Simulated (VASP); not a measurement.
# Na (Im-3m) in VASP: single point with PBEsol

Aim: the single point of Na with PBEsol.

Program: VASP 6.6.1. These are calculated values, not measurements. Logs are shortened: lines on timing, memory, paths and dates and some standing lists are left out, and cuts for length are marked.

## (1) The cell of the first run

It takes space group Im-3m (No. 229, cubic). The conventional cell has a = 4.282 Å, b = 4.282 Å, c = 4.282 Å, α = 90.00°, β = 90.00°, γ = 90.00°. Within 4.9 Å of Na (site symmetry m-3m) lie 14 Na at 3.71 to 4.28 Å.

## (2) Single point, PBEsol

INCAR

```
PREC = Accurate
ENCUT = 500
EDIFF = 1E-6
ISMEAR = -1
SIGMA = 0.1
LREAL = F
LASPH = T
NELM = 120
ALGO = Normal
ISIF = 2
LWAVE = F
LCHARG = T
GGA = PS
LELF = T
LVHAR = T
NBANDS = 38
GGA_COMPAT = F
```

KPOINTS

```
Automatic mesh
0
Gamma
  3 3 3
```

POSCAR

```
Na
1.0
   -4.2820000000      4.2820000000      4.2820000000
    4.2820000000     -4.2820000000      4.2820000000
    4.2820000000      4.2820000000     -4.2820000000
Na
8
Direct
    0.0000000000      0.0000000000      0.0000000000
    0.0000000000      0.0000000000      0.5000000000
    0.0000000000      0.5000000000      0.0000000000
    0.0000000000      0.5000000000      0.5000000000
    0.5000000000      0.0000000000      0.0000000000
    0.5000000000      0.0000000000      0.5000000000
    0.5000000000      0.5000000000      0.0000000000
    0.5000000000      0.5000000000      0.5000000000
```

Potentials or basis: VASP PAW PBE potentials, release 64 (Na_pv).

On the command line:

```console
$ cat potpaw_PBE.64/Na_pv/POTCAR > POTCAR
$ mpirun -np 1 vasp_std > vasp.out
```

OUTCAR:

```text
PREC = Accurate
   ENCUT = 500
   EDIFF = 1E-6
   ISMEAR = -1
   LREAL = F
   LASPH = T
   NELM = 120
   ISIF = 2
   GGA = PS

 ion  position               nearest neighbor table
   1  0.000  0.000  0.000-
   2  0.000  0.000  0.500-
   3  0.000  0.500  0.000-
   4  0.000  0.500  0.500-
   5  0.500  0.000  0.000-
   6  0.500  0.000  0.500-
   7  0.500  0.500  0.000-
   8  0.500  0.500  0.500-

  LATTYP: Found a body centered cubic cell.
 ALAT       =     8.5640000000

  Lattice vectors:

 A1 = (  -4.2820000000,   4.2820000000,   4.2820000000)
 A2 = (   4.2820000000,  -4.2820000000,   4.2820000000)
 A3 = (   4.2820000000,   4.2820000000,  -4.2820000000)

Analysis of symmetry for initial positions (statically):
=====================================================================
 Subroutine PRICEL returns following result:

  LATTYP: Found a body centered cubic cell.
 ALAT       =     4.2820000000

  Lattice vectors:

 A1 = (  -2.1410000000,   2.1410000000,   2.1410000000)
 A2 = (   2.1410000000,  -2.1410000000,   2.1410000000)
 A3 = (   2.1410000000,   2.1410000000,  -2.1410000000)

   8 primitive cells build up your supercell.

 Routine SETGRP: Setting up the symmetry group for a
 body centered cubic supercell.

 Subroutine GETGRP returns: Found 48 space group operations
 (whereof 48 operations were pure point group operations)
 out of a pool of 48 trial point group operations.

The static configuration has the point symmetry O_h .

Analysis of symmetry for dynamics (positions and initial velocities):
=====================================================================
 Subroutine PRICEL returns following result:

  LATTYP: Found a body centered cubic cell.
 ALAT       =     4.2820000000

  Lattice vectors:

 A1 = (  -2.1410000000,   2.1410000000,   2.1410000000)
 A2 = (   2.1410000000,  -2.1410000000,   2.1410000000)
 A3 = (   2.1410000000,   2.1410000000,  -2.1410000000)

   8 primitive cells build up your supercell.

 Routine SETGRP: Setting up the symmetry group for a
 body centered cubic supercell.

 Subroutine GETGRP returns: Found 48 space group operations
 (whereof 48 operations were pure point group operations)
 out of a pool of 48 trial point group operations.

The dynamic configuration has the point symmetry O_h .

 Subroutine INISYM returns: Found 48 space group operations
 (whereof 48 operations are pure point group operations),
 and found     8 'primitive' translations

----------------------------------------------------------------------------------------

                                     Primitive cell

  volume of cell :      39.2564

  direct lattice vectors                    reciprocal lattice vectors
    -2.141000000  2.141000000  2.141000000     0.000000000  0.233535731  0.233535731
     2.141000000 -2.141000000  2.141000000     0.233535731  0.000000000  0.233535731
     2.141000000  2.141000000 -2.141000000     0.233535731  0.233535731  0.000000000

  length of vectors
     3.708320779  3.708320779  3.708320779     0.330269398  0.330269398  0.330269398

  position of ions in fractional coordinates (direct lattice)
     0.000000000  0.000000000  0.000000000

  ion indices of the primitive-cell ions
   primitive index   ion index
                 1           1

----------------------------------------------------------------------------------------

 KPOINTS: Automatic mesh

Automatic generation of k-mesh.
 Grid dimensions read from file:
 generate k-points for:    3    3    3

 Generating k-lattice:

  Cartesian coordinates                     Fractional coordinates (reciprocal lattice)
     0.000000000  0.038922622  0.038922622     0.333333333  0.000000000  0.000000000
     0.038922622  0.000000000  0.038922622     0.000000000  0.333333333  0.000000000
     0.038922622  0.038922622  0.000000000     0.000000000  0.000000000  0.333333333

  Length of vectors
     0.055044900  0.055044900  0.055044900

  Shift w.r.t. Gamma in fractional coordinates (k-lattice)
     0.000000000  0.000000000  0.000000000

 Subroutine IBZKPT returns following result:
 ===========================================

 Found      4 irreducible k-points:

 Following reciprocal coordinates:
            Coordinates               Weight
  0.000000  0.000000  0.000000      1.000000
  0.333333  0.000000  0.000000     12.000000
  0.333333  0.333333  0.000000      8.000000
 -0.333333  0.333333  0.333333      6.000000
   k-points           NKPTS =      4   k-points in BZ     NKDIM =      4   number of bands    NBANDS=     38
   number of dos      NEDOS =    301   number of ions     NIONS =      8
   total plane-waves  NPLWV = 157464
   dimension x,y,z NGX =    54 NGY =   54 NGZ =   54
   dimension x,y,z NGXF=   108 NGYF=  108 NGZF=  108
   ions per type =               8
   NGX,Y,Z   is equivalent  to a cutoff of  12.10, 12.10, 12.10 a.u.
   NGXF,Y,Z  is equivalent  to a cutoff of  24.21, 24.21, 24.21 a.u.
 SYSTEM =  unknown system
   PREC   = accura    normal or accurate (medium, high low for compatibility)
   ISTART =      0    job   : 0-new  1-cont  2-samecut
   ICHARG =      2    charge: 1-file 2-atom 10-const
   ISPIN  =      1    spin polarized calculation?
   LNONCOLLINEAR =      F non collinear calculations
   LSORBIT =      F    spin-orbit coupling
   LASPH  =      T    aspherical Exc in radial PAW
   ENCUT  =  500.0 eV  36.75 Ry    6.06 a.u.  13.52 13.52 13.52*2*pi/ulx,y,z
   NELM   =    120;   NELMIN=  2; NELMDL= -5     # of ELM steps
   EDIFF  = 0.1E-05   stopping-criterion for ELM
   LREAL  =      F    real-space projection
   EDIFFG = 0.1E-04   stopping-criterion for IOM
   NSW    =      0    number of steps for IOM
   IBRION =     -1    ionic relax: 0-MD 1-quasi-New 2-CG
   NFREE  =      0    steps in history (QN), initial steepest desc. (CG)
   ISIF   =      2    stress and relaxation
   ISYM   =      2    0-nonsym 1-usesym 2-fastsym
   POTIM  = 0.5000    time-step for ionic-motion
   TEBEG  =    0.0;   TEEND  =   0.0 temperature during run
   PSTRESS=    0.0 pullay stress
   NELECT =      56.0000    total number of electrons
   NUPDOWN=      -1.0000    fix difference up-down
   EMIN   =  10.00;   EMAX   =-10.00  energy-range for DOS
   EFERMI =   0.00;   METHOD = LEGACY
   ISMEAR =    -1;   SIGMA  =   0.10  broadening in eV -4-tet -1-fermi 0-gaus
   EFERMI_NEDOS =   21; number of points for ismear=-14 and -15
   IALGO  =     38    algorithm
   IMIX   =      4    mixing-type and parameters
     AMIX     =   0.40;   BMIX     =  1.00
     AMIX_MAG =   1.60;   BMIX_MAG =  1.00
  volume/ion in A,a.u.               =      39.26       264.91
  Fermi-wavevector in a.u.,A,eV,Ry     =   0.921448  1.741284 11.552251  0.849066
  Thomas-Fermi vector in A             =   2.046866
   LORBIT       =      0    0 simple, 1 ext, 2 COOP (PROOUT), +10 PAW based schemes
   GGA     = PS    functional components
   LHFCALC =     F    Hartree Fock is set to
   AEXX    =    0.0000 exact exchange contribution
   IVDW    =     0    specifies the selected vdW correction
   LEPSILON=     F    determine dielectric tensor
   LRPA    =     F    only Hartree local field effects (RPA)
 non-spin polarized calculation
  energy-cutoff  :      500.00
  volume of cell :      314.05
 maximum number of plane-waves:      7994
 NGX is ok and might be reduce to    54
   NGX = 27   NGY = 27   NGZ = 27

 number of electron      55.9999994 magnetization

 Free energy of the ion-electron system (eV)
  ---------------------------------------------------
  ext. energy  EPLUGINS =         0.00000000
  ---------------------------------------------------
  free energy    TOTEN  =       -11.06725741 eV

  energy without entropy =      -10.81578998  energy(sigma->0) =      -10.94152370

 E-fermi :   0.1606     XC(G=0):  -6.3524

 val. band max:       -0.2580241357   @ k =   0.3333   0.3333   0.0000
 cond. band min:       0.1851948589   @ k =   0.3333   0.0000   0.0000
 fundamental gap:      0.4432189946
 Fermi energy:         0.1605939202

 k-point     1 :       0.0000    0.0000    0.0000
  band No.  band energies     occupation
      1     -24.7145      2.00000
      2     -24.7145      2.00000
      3     -24.7145      2.00000
      4     -24.7145      2.00000
      5     -24.7145      2.00000
      6     -24.7145      2.00000
[... 30 lines left out ...]
     37       1.3137      0.00002
     38       4.5690      0.00000

 k-point     2 :       0.3333    0.0000    0.0000
  band No.  band energies     occupation
      1     -24.7125      2.00000
      2     -24.7108      2.00000
      3     -24.7108      2.00000
      4     -24.7108      2.00000
      5     -24.7108      2.00000
      6     -24.7086      2.00000
[... 30 lines left out ...]
     37       2.8539      0.00000
     38       3.0521      0.00000

 k-point     3 :       0.3333    0.3333    0.0000
  band No.  band energies     occupation
      1     -24.7089      2.00000
      2     -24.7089      2.00000
      3     -24.7089      2.00000
      4     -24.7083      2.00000
      5     -24.7054      2.00000
      6     -24.7054      2.00000
[... 30 lines left out ...]
     37       3.4200      0.00000
     38       4.1385      0.00000

 k-point     4 :      -0.3333    0.3333    0.3333
  band No.  band energies     occupation
      1     -24.7068      2.00000
      2     -24.7068      2.00000
      3     -24.7060      2.00000
      4     -24.7060      2.00000
      5     -24.7059      2.00000
      6     -24.7059      2.00000
[... 30 lines left out ...]
     37       4.5586      0.00000
     38       4.5586      0.00000

------------------------ aborting loop because EDIFF is reached ----------------------------------------

  FORCE on cell =-STRESS in cart. coord.  units (eV):
  Direction    XX          YY          ZZ          XY          YZ          ZX
  --------------------------------------------------------------------------------------
  -------------------------------------------------------------------------------------
  Total       -0.8833245     -0.8833245     -0.8833245      0.0000000     -0.0000000      0.0000000
  in kB       -4.5064118     -4.5064118     -4.5064118      0.0000000     -0.0000000      0.0000000
  external PRESSURE =      -4.5064118 kB  Pullay stress =       0.0000000 kB

 VOLUME and BASIS-vectors are now :
 -----------------------------------------------------------------------------
  energy-cutoff  :      500.00
  volume of cell :      314.05
      direct lattice vectors                 reciprocal lattice vectors
    -4.282000000  4.282000000  4.282000000     0.000000000  0.116767865  0.116767865
     4.282000000 -4.282000000  4.282000000     0.116767865  0.000000000  0.116767865
     4.282000000  4.282000000 -4.282000000     0.116767865  0.116767865  0.000000000

 POSITION                                       TOTAL-FORCE (eV/Angst)
 -----------------------------------------------------------------------------------
      0.00000      0.00000      0.00000         0.000000      0.000000     -0.000000
      2.14100      2.14100     -2.14100         0.000000     -0.000000      0.000000
      2.14100     -2.14100      2.14100        -0.000000     -0.000000      0.000000
      4.28200      0.00000      0.00000        -0.000000     -0.000000      0.000000
     -2.14100      2.14100      2.14100        -0.000000      0.000000     -0.000000
      0.00000      4.28200      0.00000         0.000000      0.000000     -0.000000
      0.00000      0.00000      4.28200        -0.000000      0.000000     -0.000000
      2.14100      2.14100      2.14100         0.000000     -0.000000     -0.000000
 -----------------------------------------------------------------------------------
    total drift:                               -0.000000      0.000000     -0.000000

  FREE ENERGIE OF THE ION-ELECTRON SYSTEM (eV)
  ---------------------------------------------------
  free  energy   TOTEN  =       -11.0672574128 eV

  energy  without entropy=      -10.8157899797  energy(sigma->0) =      -10.94152370
```

Run time: 62 s. Hardware: 1 thread of Intel Xeon 8259CL, shared host; peak memory 0.39 GiB.

What came out:

```
Free energy            : -11.0673 eV
Pressure               : -0.5 GPa
Band gap on the k mesh : zero (bands 28 and 29 overlap by 1.59 eV)
```

Levels at points of the mesh, in eV from the Fermi level:
```
           k point  band 25  band 26  band 27  band 28  band 29  band 30
(0.00, 0.00, 0.00)    -3.17     0.72     0.72     0.72     0.72     0.72
```

Caveat: the PAW data sets were made with another functional, which shifts forces and pressure a little.

The gap in the log of VASP goes by the Fermi energy; the results here count the filled bands.